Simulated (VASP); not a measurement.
# Cu (Im-3m) in VASP: notebook

The runs below take Cu through single point, with PBE.

Program: VASP 6.6.1. These are calculated values, not measurements. Logs are shortened: lines on timing, memory, paths and dates and some standing lists are left out, and cuts for length are marked.

### 1 The cell of the first run

Symmetry: Im-3m, No. 229, cubic system. The conventional cell has a = 2.923 Å, b = 2.923 Å, c = 2.923 Å, α = 90.00°, β = 90.00°, γ = 90.00°. Within 3.3 Å of Cu (site symmetry m-3m) lie 14 Cu at 2.53 to 2.92 Å.

### 2 Single point, PBE (volume scaled by 1.04)

File INCAR:

```
PREC = Accurate ; ENCUT = 520
EDIFF = 1E-6 ; ISMEAR = -1
SIGMA = 0.1 ; LREAL = False
LASPH = True ; NELM = 80
ALGO = Normal ; ISIF = 2
LWAVE = False ; LCHARG = False
GGA = PE ; NBANDS = 12
```

File KPOINTS:

```
regular mesh
0
Gamma
  25 25 25
```

File POSCAR:

```
Cu
1.0
   -1.4613320508      1.4613320508      1.4613320508
    1.4613320508     -1.4613320508      1.4613320508
    1.4613320508      1.4613320508     -1.4613320508
Cu
1
Direct
    0.0000000000      0.0000000000      0.0000000000
```

Potentials or basis: VASP PAW PBE potentials, release 64 (Cu).

Launch:

```sh
$ cat potpaw_PBE.64/Cu/POTCAR > POTCAR
$ mpirun -np 1 vasp_std > vasp.out
```

OUTCAR:

```text
PREC = Accurate
   ENCUT = 520
   EDIFF = 1E-6
   ISMEAR = -1
   LREAL = False
   LASPH = True
   NELM = 80
   ISIF = 2
   GGA = PE

 ion  position               nearest neighbor table
   1  0.000  0.000  0.000-

  LATTYP: Found a body centered cubic cell.
 ALAT       =     2.9226641016

  Lattice vectors:

 A1 = (  -1.4613320508,   1.4613320508,   1.4613320508)
 A2 = (   1.4613320508,  -1.4613320508,   1.4613320508)
 A3 = (   1.4613320508,   1.4613320508,  -1.4613320508)

Analysis of symmetry for initial positions (statically):
=====================================================================
 Subroutine PRICEL returns:
 Original cell was already a primitive cell.

 Routine SETGRP: Setting up the symmetry group for a
 body centered cubic supercell.

 Subroutine GETGRP returns: Found 48 space group operations
 (whereof 48 operations were pure point group operations)
 out of a pool of 48 trial point group operations.

The static configuration has the point symmetry O_h .

Analysis of symmetry for dynamics (positions and initial velocities):
=====================================================================
 Subroutine PRICEL returns:
 Original cell was already a primitive cell.

 Routine SETGRP: Setting up the symmetry group for a
 body centered cubic supercell.

 Subroutine GETGRP returns: Found 48 space group operations
 (whereof 48 operations were pure point group operations)
 out of a pool of 48 trial point group operations.

The dynamic configuration has the point symmetry O_h .

 Subroutine INISYM returns: Found 48 space group operations
 (whereof 48 operations are pure point group operations),
 and found     1 'primitive' translations

----------------------------------------------------------------------------------------

                                     Primitive cell

  volume of cell :      12.4826

  direct lattice vectors                    reciprocal lattice vectors
    -1.461332051  1.461332051  1.461332051     0.000000000  0.342153585  0.342153585
     1.461332051 -1.461332051  1.461332051     0.342153585  0.000000000  0.342153585
     1.461332051  1.461332051 -1.461332051     0.342153585  0.342153585  0.000000000

  length of vectors
     2.531101359  2.531101359  2.531101359     0.483878240  0.483878240  0.483878240

[... 70 lines left out ...]
   ISTART =      0    job   : 0-new  1-cont  2-samecut
   ICHARG =      2    charge: 1-file 2-atom 10-const
   ISPIN  =      1    spin polarized calculation?
   LNONCOLLINEAR =      F non collinear calculations
   LSORBIT =      F    spin-orbit coupling
   LASPH  =      T    aspherical Exc in radial PAW
   ENCUT  =  520.0 eV  38.22 Ry    6.18 a.u.   4.71  4.71  4.71*2*pi/ulx,y,z
   NELM   =     80;   NELMIN=  2; NELMDL= -5     # of ELM steps
   EDIFF  = 0.1E-05   stopping-criterion for ELM
   LREAL  =      F    real-space projection
   EDIFFG = 0.1E-04   stopping-criterion for IOM
   NSW    =      0    number of steps for IOM
   IBRION =     -1    ionic relax: 0-MD 1-quasi-New 2-CG
   NFREE  =      0    steps in history (QN), initial steepest desc. (CG)
   ISIF   =      2    stress and relaxation
   ISYM   =      2    0-nonsym 1-usesym 2-fastsym
   POTIM  = 0.5000    time-step for ionic-motion
   TEBEG  =    0.0;   TEEND  =   0.0 temperature during run
   PSTRESS=    0.0 pullay stress
   NELECT =      11.0000    total number of electrons
   NUPDOWN=      -1.0000    fix difference up-down
   EMIN   =  10.00;   EMAX   =-10.00  energy-range for DOS
   EFERMI =   0.00;   METHOD = LEGACY
   ISMEAR =    -1;   SIGMA  =   0.10  broadening in eV -4-tet -1-fermi 0-gaus
   EFERMI_NEDOS =   21; number of points for ismear=-14 and -15
   IALGO  =     38    algorithm
   IMIX   =      4    mixing-type and parameters
     AMIX     =   0.40;   BMIX     =  1.00
     AMIX_MAG =   1.60;   BMIX_MAG =  1.00
  volume/ion in A,a.u.               =      12.48        84.24
  Fermi-wavevector in a.u.,A,eV,Ry     =   1.569532  2.965985 33.517006  2.463430
  Thomas-Fermi vector in A             =   2.671400
   LORBIT       =      0    0 simple, 1 ext, 2 COOP (PROOUT), +10 PAW based schemes
   GGA     = PE    functional components
[... 5 lines left out ...]
 non-spin polarized calculation
  energy-cutoff  :      520.00
  volume of cell :       12.48
 maximum number of plane-waves:       370
   NGX =  9   NGY =  9   NGZ =  9

 number of electron      11.0000013 magnetization

 Free energy of the ion-electron system (eV)
  ---------------------------------------------------
  ext. energy  EPLUGINS =         0.00000000
  ---------------------------------------------------
  free energy    TOTEN  =        -3.69261492 eV

  energy without entropy =       -3.68260959  energy(sigma->0) =       -3.68761226

 E-fermi :   6.9187     XC(G=0): -12.4089

 val. band max:        6.9162511643   @ k =  -0.3600   0.4800   0.0400
 cond. band min:       6.9860369037   @ k =  -0.3200   0.4800   0.0400
 fundamental gap:      0.0697857394
 Fermi energy:         6.9187240065

 k-point     1 :       0.0000    0.0000    0.0000
  band No.  band energies     occupation
      1      -2.0127      2.00000
      2       3.9862      2.00000
      3       3.9862      2.00000
      4       3.9862      2.00000
      5       4.9183      2.00000
      6       4.9183      2.00000
      7      31.4441      0.00000
      8      31.4441      0.00000
      9      31.4441      0.00000
     10      34.0902      0.00000
     11      34.0902      0.00000
     12      34.0902      0.00000
[... 331 lines left out ...]
 k-point    24 :       0.4400    0.0400   -0.0000
  band No.  band energies     occupation
      1       2.2017      2.00000
      2       3.3501      2.00000
      3       4.8627      2.00000
      4       4.9644      2.00000
      5       5.4211      2.00000
      6       6.3705      1.99172
      7      11.4673      0.00000
      8      23.2512      0.00000
      9      23.9262      0.00000
     10      28.0937      0.00000
     11      30.6576      0.00000
     12      39.2713      0.00000

 [... further k-points ...]
[... 5 lines left out ...]
  --------------------------------------------------------------------------------------
  -------------------------------------------------------------------------------------
  Total       -0.3316050     -0.3316050     -0.3316050     -0.0000000     -0.0000000     -0.0000000
  in kB      -42.5622882    -42.5622882    -42.5622882     -0.0000000     -0.0000000     -0.0000000
  external PRESSURE =     -42.5622882 kB  Pullay stress =       0.0000000 kB

 VOLUME and BASIS-vectors are now :
 -----------------------------------------------------------------------------
  energy-cutoff  :      520.00
  volume of cell :       12.48
      direct lattice vectors                 reciprocal lattice vectors
    -1.461332051  1.461332051  1.461332051     0.000000000  0.342153585  0.342153585
     1.461332051 -1.461332051  1.461332051     0.342153585  0.000000000  0.342153585
     1.461332051  1.461332051 -1.461332051     0.342153585  0.342153585  0.000000000

 POSITION                                       TOTAL-FORCE (eV/Angst)
 -----------------------------------------------------------------------------------
      0.00000      0.00000      0.00000         0.000000      0.000000     -0.000000
 -----------------------------------------------------------------------------------
    total drift:                                0.000000      0.000000      0.000000

  FREE ENERGIE OF THE ION-ELECTRON SYSTEM (eV)
  ---------------------------------------------------
  free  energy   TOTEN  =        -3.6926149193 eV

  energy  without entropy=       -3.6826095940  energy(sigma->0) =       -3.68761226
```

Run time: 34 s. Hardware: 1 thread of Intel Xeon Platinum 8559C (Emerald Rapids), shared host; peak memory 0.18 GiB.

What came out:

- Free energy: -3.6926 eV
- Pressure: -4.3 GPa

Levels at points of the mesh, in eV from the Fermi level:
```tsv
k point	band 3	band 4	band 5	band 6	band 7	band 8	band 9	band 10
(0.00, 0.00, 0.00)	-2.93	-2.93	-2.00	-2.00	24.53	24.53	24.53	27.17
```

### 3 Single point, PBE (volume scaled by 1.08)

File INCAR:

```
PREC = Accurate ; ENCUT = 520
EDIFF = 1E-6 ; ISMEAR = -1
SIGMA = 0.1 ; LREAL = F
LASPH = T ; NELM = 100
ALGO = Normal ; ISIF = 2
LWAVE = F ; LCHARG = T
GGA = PE ; LELF = T
LVHAR = T ; NBANDS = 12
```

KPOINTS is that of step 2.

File POSCAR:

```
Cu
1.0
   -1.4798318887      1.4798318887      1.4798318887
    1.4798318887     -1.4798318887      1.4798318887
    1.4798318887      1.4798318887     -1.4798318887
Cu
1
Direct
    0.0000000000      0.0000000000      0.0000000000
```

Potentials or basis: VASP PAW PBE potentials, release 64 (Cu).

Launch:

```sh
$ cat potpaw_PBE.64/Cu/POTCAR > POTCAR
$ mpirun -np 1 vasp_std > vasp.out
```

OUTCAR:

```text
PREC = Accurate
   ENCUT = 520
   EDIFF = 1E-6
   ISMEAR = -1
   LREAL = F
   LASPH = T
   NELM = 100
   ISIF = 2
   GGA = PE

 ion  position               nearest neighbor table
   1  0.000  0.000  0.000-

  LATTYP: Found a body centered cubic cell.
 ALAT       =     2.9596637774

  Lattice vectors:

 A1 = (  -1.4798318887,   1.4798318887,   1.4798318887)
 A2 = (   1.4798318887,  -1.4798318887,   1.4798318887)
 A3 = (   1.4798318887,   1.4798318887,  -1.4798318887)

Analysis of symmetry for initial positions (statically):
=====================================================================
 Subroutine PRICEL returns:
 Original cell was already a primitive cell.

 Routine SETGRP: Setting up the symmetry group for a
 body centered cubic supercell.

 Subroutine GETGRP returns: Found 48 space group operations
 (whereof 48 operations were pure point group operations)
 out of a pool of 48 trial point group operations.

The static configuration has the point symmetry O_h .

Analysis of symmetry for dynamics (positions and initial velocities):
=====================================================================
 Subroutine PRICEL returns:
[... 159 lines left out ...]
 Fermi energy:         6.4891816331

 k-point     1 :       0.0000    0.0000    0.0000
  band No.  band energies     occupation
      1      -2.1727      2.00000
      2       3.6627      2.00000
      3       3.6627      2.00000
      4       3.6627      2.00000
      5       4.5443      2.00000
      6       4.5443      2.00000
      7      30.6461      0.00000
      8      30.6461      0.00000
      9      30.6461      0.00000
     10      32.8203      0.00000
     11      32.8203      0.00000
     12      32.8203      0.00000
[... 331 lines left out ...]
 k-point    24 :       0.4400    0.0400    0.0000
  band No.  band energies     occupation
      1       1.9659      2.00000
      2       3.0637      2.00000
      3       4.4908      2.00000
      4       4.5891      2.00000
      5       5.0267      2.00000
      6       6.0019      1.98481
      7      10.8480      0.00000
      8      22.4291      0.00000
      9      23.1275      0.00000
     10      27.2142      0.00000
     11      29.6026      0.00000
     12      38.2092      0.00000

 [... further k-points ...]
[... 5 lines left out ...]
  --------------------------------------------------------------------------------------
  -------------------------------------------------------------------------------------
  Total       -0.6562026     -0.6562026     -0.6562026     -0.0000000     -0.0000000      0.0000000
  in kB      -81.1056995    -81.1056995    -81.1056995     -0.0000000     -0.0000000      0.0000000
  external PRESSURE =     -81.1056995 kB  Pullay stress =       0.0000000 kB

 VOLUME and BASIS-vectors are now :
 -----------------------------------------------------------------------------
  energy-cutoff  :      520.00
  volume of cell :       12.96
      direct lattice vectors                 reciprocal lattice vectors
    -1.479831889  1.479831889  1.479831889     0.000000000  0.337876217  0.337876217
     1.479831889 -1.479831889  1.479831889     0.337876217  0.000000000  0.337876217
     1.479831889  1.479831889 -1.479831889     0.337876217  0.337876217  0.000000000

 POSITION                                       TOTAL-FORCE (eV/Angst)
 -----------------------------------------------------------------------------------
      0.00000      0.00000      0.00000        -0.000000      0.000000     -0.000000
 -----------------------------------------------------------------------------------
    total drift:                                0.000000     -0.000000      0.000000

  FREE ENERGIE OF THE ION-ELECTRON SYSTEM (eV)
  ---------------------------------------------------
  free  energy   TOTEN  =        -3.6738872383 eV

  energy  without entropy=       -3.6637323945  energy(sigma->0) =       -3.66880982
```

OSZICAR:

```text
N       E                     dE             d eps       ncg     rms          rms(c)
DAV:   1     0.433188508350E+02    0.43319E+02   -0.54080E+03 11840   0.149E+03
DAV:   2    -0.312055930138E+01   -0.46439E+02   -0.42817E+02 11268   0.200E+02
DAV:   3    -0.451607764195E+01   -0.13955E+01   -0.13807E+01 12796   0.403E+01
DAV:   4    -0.452510483215E+01   -0.90272E-02   -0.90260E-02 12384   0.289E+00
DAV:   5    -0.452519872706E+01   -0.93895E-04   -0.93894E-04 12748   0.303E-01    0.744E+00
DAV:   6    -0.411251528254E+01    0.41268E+00   -0.15035E+01 12720   0.719E+01    0.437E+00
DAV:   7    -0.368378810407E+01    0.42873E+00   -0.25561E+00 12844   0.299E+01    0.496E-01
DAV:   8    -0.367592954324E+01    0.78586E-02   -0.65203E-03 13728   0.145E+00    0.343E-01
DAV:   9    -0.367389866512E+01    0.20309E-02   -0.13757E-02 13020   0.200E+00    0.417E-02
DAV:  10    -0.367388759795E+01    0.11067E-04   -0.98534E-05 16380   0.172E-01    0.896E-03
DAV:  11    -0.367388723830E+01    0.35965E-06   -0.11619E-06 12592   0.177E-02
   1 F= -.36738872E+01 E0= -.36688098E+01  d E =-.101548E-01
```

Run time: 36 s. Hardware: 1 thread of Intel Xeon Platinum 8559C (Emerald Rapids), shared host; peak memory 0.18 GiB.

What came out:

- Free energy: -3.6739 eV
- Pressure: -8.1 GPa

(Part 1 of 2 ends here.)
